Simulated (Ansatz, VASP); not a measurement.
# Mg2Br3: VASP beside Ansatz

```
Mg Br
1.0
     5.38038    0.06175    0.06125
     0.06384    5.38156    0.06177
     0.12642    0.12339   10.75944
Mg Br
4 6
Direct
  0.09701 0.10086 0.55579
  0.11540 0.11077 0.05025
  0.48963 0.48804 0.24574
  0.48855 0.49017 0.74307
  0.97965 0.46123 0.22908
  0.97828 0.46441 0.73393
  0.46412 0.97817 0.22930
  0.46151 0.97987 0.73396
  0.46586 0.46526 0.98902
  0.45999 0.46123 0.48986
```

Change from the starting cell: cell x2, atoms moved at random (sigma 0.15 Å) and cell strained at random (1.5 %), then relaxed without symmetry.

Alike in both runs: functional PBE; k mesh 4 × 4 × 2; occupations gaussian, width 0.2 eV; no spin polarisation.

Ansatz relaxed the structure, and its values are those at the end. VASP's run is a single point on that final structure, the one shown.

|  | VASP | Ansatz |
| --- | --- | --- |
| version | VASP 6.6.1 | Ansatz 0.2.0 |
| potentials or method | VASP PAW PBE potentials, release 64 (Mg, Br), cutoff 520 eV | scalar-relativistic, plane waves, PAW |
| valence electrons in the cell | 50 | 82 |

|  | VASP | Ansatz | Ansatz less VASP |
| --- | --- | --- | --- |
| gap on the k mesh at the Fermi level (eV) | none | none | - |
| pressure (GPa) | -0.1 | 0.0 | +0.08 |
| rms of the force components (eV/Å) | 0.003 | 0.002 | -0.0018 |

A gap of «none» marks a metal or a gap that the smearing closes. The functional is the same, so the differences come from potentials, cutoffs and numerics. VASP's potentials hold 50 valence electrons a cell and Ansatz's 82, so a difference there can come from the potentials and not from the codes.
